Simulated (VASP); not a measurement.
## WF3: single point with PBE

The system is WF3.

```
CELL_PARAMETERS angstrom
0.00000 2.70402 2.70402
2.70402 0.00000 2.70402
2.70402 2.70402 0.00000
ATOMIC_POSITIONS crystal
W 0.00000 0.00000 0.00000
F 0.50000 0.50000 0.50000
F 0.25000 0.25000 0.25000
F 0.75000 0.75000 0.75000
```

The cell was generated, and may not be a known phase.

```yaml
Program: VASP 6.6.1
Task: single point
Functional: PBE
Potentials_or_basis: VASP PAW PBE potentials, release 64 (W_sv, F)
Cutoff: 600 eV
k_mesh: 5 × 5 × 5
Occupations: gaussian, width 0.2 eV
Spin: no spin polarisation
```

| Property | Result |
| --- | --- |
| Pressure | 0.1 GPa |
| Band gap on the k mesh | zero (an odd number of electrons rules out a gap without spin polarisation) |

Levels at points of the mesh, in eV from the Fermi level:
```
           k point  band 13  band 14  band 15  band 16  band 17  band 18  band 19  band 20  band 21  band 22
(0.00, 0.00, 0.00)    -7.33    -4.66    -4.66    -4.66    -1.23    -1.23     0.86     1.68     1.68     1.68
```

Wall time 23 s on 1 thread of Intel Xeon 8259CL (shared host), peak memory 0.17 GiB.

Caveat: the k points lie up to 0.40 Å⁻¹ apart, too coarse for converged energies and pressures of a metal; spin-orbit coupling is left out, which moves the levels of the heavy elements; an odd number of electrons without spin polarisation forces a metal; a magnetic or distorted state may lie lower.
